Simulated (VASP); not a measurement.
Set up this calculation in VASP 6.6.1, as the native input.

| Item | Value |
| --- | --- |
| Task | single point |
| Functional | r2SCAN |
| Potentials or basis | VASP PAW PBE potentials, release 64 (C, Sn_d) |
| Cutoff | 520 eV |
| k mesh | 8 × 8 × 4 |
| Occupations | gaussian, width 0.01 eV |
| Spin | no spin polarisation |
| Dipole correction | no |
| Further INCAR settings | ALGO = Normal; EDIFF = 1e-06; NBANDS = 21 |

Crystal: SnC3.

```
CELL_PARAMETERS angstrom
3.03731 0.00000 0.00000
0.00000 3.03731 0.00000
0.00000 0.00000 4.73459
ATOMIC_POSITIONS crystal
C 0.50000 0.00000 0.82036
C 0.50000 0.50000 0.00000
C 0.00000 0.50000 0.17964
Sn 0.00000 0.00000 0.50000
```

This cell differs from its parent crystal: volume changed by +6%.

One way to write it, as run:

POSCAR

```
SnC3
1.0
    3.0373126527      0.0000000000      0.0000000000
    0.0000000000      3.0373126527      0.0000000000
    0.0000000000      0.0000000000      4.7345891412
C Sn
3 1
Direct
    0.5000000000      0.0000000000      0.8203632745
    0.5000000000      0.5000000000      0.0000000000
    0.0000000000      0.5000000000      0.1796367255
    0.0000000000      0.0000000000      0.5000000000
```

INCAR.step1

```
ALGO = Normal
EDIFF = 1E-4
ENCUT = 520
GGA = PE
ISMEAR = 0
LASPH = T
LCHARG = F
LREAL = F
LWAVE = T
NBANDS = 21
NELM = 80
PREC = Accurate
SIGMA = 0.01
```

INCAR.step2

```
ALGO = Normal
EDIFF = 1E-6
ENCUT = 520
ISIF = 2
ISMEAR = 0
ISTART = 1
LASPH = T
LCHARG = F
LMIXTAU = T
LREAL = F
LWAVE = F
METAGGA = R2SCAN
NBANDS = 21
NELM = 80
PREC = Accurate
SIGMA = 0.01
```

KPOINTS

```
k-points
0
Gamma
  8 8 4
```

Potentials or basis: VASP PAW PBE potentials, release 64 (C, Sn_d).

Launch:

```console
$ cat potpaw_PBE.64/C/POTCAR potpaw_PBE.64/Sn_d/POTCAR > POTCAR
$ cp INCAR.step1 INCAR
$ mpirun -np 1 vasp_std > vasp.out
$ cp INCAR.step2 INCAR
$ mpirun -np 1 vasp_std > vasp.out
```

Results of the run:

```yaml
Pressure: -10.9 GPa
Largest_force: 0.296 eV/Å
Band_gap_on_the_k_mesh: 0.14 eV, indirect (least direct gap 0.65 eV)
```

Caveat: the PAW data sets were made with another functional, which shifts forces and pressure a little; spin-orbit coupling is left out, which moves the levels of the heavy elements.

It took 40 s on 1 thread of Intel(R) Xeon(R) 6975P-C (Granite Rapids), on a shared host, peak memory 0.18 GiB.
